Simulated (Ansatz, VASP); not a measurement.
# One calculation of Al, two programs

```
Al
1.0
     2.81442    0.00000    0.00000
    -1.40721    2.43736    0.00000
     0.00000    0.00000    9.24105
Al
4
Direct
  0.00000 0.00000 0.00000
  0.30461 0.60923 0.20455
  0.00000 0.00000 0.50000
  0.66667 0.33333 0.75000
```

Alike in both runs: task single point; functional PBE; dispersion D3(BJ); k mesh 18 × 18 × 4; occupations gaussian, width 0.15 eV; no spin polarisation.

|  | VASP | Ansatz |
| --- | --- | --- |
| version | VASP 6.6.1 | Ansatz 0.2.0 |
| potentials or method | VASP PAW PBE potentials, release 64 (Al), cutoff 520 eV | scalar-relativistic, plane waves, PAW |
| valence electrons in the cell | 12 | 12 |

```csv
,VASP,Ansatz,Ansatz less VASP
gap on the k mesh at the Fermi level (eV),none,none,-
pressure (GPa),4.4,4.4,0.00
"traceless stress, the component that is largest in VASP (GPa)",3.26,3.25,-0.009
rms of the force components (eV/Å),1.126,1.125,-0.0008
```

Atom by atom the forces differ by 0.001 eV/Å (rms over components). A gap of «none» marks a metal or a gap that the smearing closes.
